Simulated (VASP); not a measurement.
Set up this calculation in VASP 6.6.1, as the native input.

```yaml
Task: single point
Functional: r2SCAN
Potentials_or_basis: VASP PAW PBE potentials, release 64 (Te, Mo_sv)
Cutoff: 520 eV
k_mesh: 12 × 12 × 2
Occupations: gaussian, width 0.05 eV
Spin: no spin polarisation
Dipole_correction: no
Further_INCAR_settings: ALGO = Normal; EDIFF = 1e-06; NBANDS = 20
```

System: Te2Mo, a slab with vacuum.

```
CELL_PARAMETERS angstrom
3.56023 0.00000 0.00000
-1.78012 3.08325 0.00000
0.00000 0.00000 17.52406
ATOMIC_POSITIONS crystal
Te 0.32416 0.64832 0.90067
Te 0.32416 0.64832 0.10496
Mo 0.00000 0.00000 0.00000
```

This cell differs from its parent crystal: all Te atoms moved +0.075 Å, as atom 1 towards its neighbour atom 3 (Mo) at 2.726 Å.

The input as run:

POSCAR

```
Te2Mo
1.0
    3.5602328140      0.0000000000      0.0000000000
   -1.7801164070      3.0832520603      0.0000000000
    0.0000000000      0.0000000000     17.5240578200
Te Mo
2 1
Direct
    0.3241611916      0.6483223832      0.9006661029
    0.3241611916      0.6483223832      0.1049552029
    0.0000000000      0.0000000000      0.0000000000
```

INCAR.step1

```
SYSTEM = Te2Mo
PREC = Accurate
ENCUT = 520
ISMEAR = 0
SIGMA = 0.05
LREAL = .False.
LASPH = .True.
NELM = 60
NBANDS = 20
GGA = PE
ALGO = Normal
EDIFF = 1E-4
LWAVE = .True.
LCHARG = .False.
```

INCAR.step2

```
SYSTEM = Te2Mo
PREC = Accurate
ENCUT = 520
EDIFF = 1E-6
ISMEAR = 0
SIGMA = 0.05
LREAL = .False.
LASPH = .True.
NELM = 60
ALGO = Normal
ISIF = 2
LWAVE = .False.
LCHARG = .True.
METAGGA = R2SCAN
LMIXTAU = .True.
LELF = .True.
LVHAR = .True.
NBANDS = 20
ISTART = 1
```

KPOINTS

```
regular mesh
0
Gamma
  12 12 2
  0 0 0
```

Potentials or basis: VASP PAW PBE potentials, release 64 (Te, Mo_sv).

Launch:

```sh
$ cat potpaw_PBE.64/Te/POTCAR potpaw_PBE.64/Mo_sv/POTCAR > POTCAR
$ cp INCAR.step1 INCAR
$ mpirun -np 1 vasp_std > vasp.out
$ cp INCAR.step2 INCAR
$ mpirun -np 1 vasp_std > vasp.out
```

It gave:

```
Largest force          : 1.368 eV/Å
Band gap on the k mesh : 1.13 eV
```

Caveat: the cell differs from its parent crystal (all Te atoms moved +0.075 Å, as atom 1 towards its neighbour atom 3 (Mo) at 2.726 Å); there is no dipole correction, which matters where the two faces differ; the PAW data sets were made with another functional, which shifts forces and pressure a little; spin-orbit coupling is left out, which moves the levels of the heavy elements.

It took 39 min on 1 thread of Oxide Virtual Turin-like Processor (shared host), peak memory 0.54 GiB.
